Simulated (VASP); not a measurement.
Here is a VASP 6.6.1 calculation.

Contents of INCAR:

```
PREC = Accurate
ENCUT = 520
EDIFF = 1E-6
ISMEAR = -1
SIGMA = 0.1
LREAL = False
LASPH = True
NELM = 100
ALGO = Normal
ISIF = 2
LWAVE = False
LCHARG = True
GGA = B5
ALDAX = 1.0
AGGAX = 1.0
AGGAC = 1.0
ALDAC = 0.0
LELF = True
LVHAR = True
NBANDS = 14
```

File KPOINTS:

```
regular mesh
0
Gamma
  21 21 12
```

The input POSCAR:

```
Re
1.0
    2.7770349181      0.0000000000      0.0000000000
   -1.3885174590      2.4049827863      0.0000000000
    0.0000000000      0.0000000000      4.4647227913
Re
2
Direct
    0.3333333333      0.6666666667      0.2500000000
    0.6666666667      0.3333333333      0.7500000000
```

Potentials or basis: VASP PAW PBE potentials, release 64 (Re).

Command:

```console
$ cat potpaw_PBE.64/Re/POTCAR > POTCAR
$ mpirun -np 1 vasp_std > vasp.out
```

(1) Estimate the pressure.

(2) Predict the band gap on the k mesh.

Results:

(1) 16.8 GPa.

(2) zero (bands 7 and 8 overlap by 3.50 eV).

Caveat: the cell stands under pressure; the PAW data sets were made with another functional, which shifts forces and pressure a little; spin-orbit coupling is left out, which moves the levels of the heavy elements.
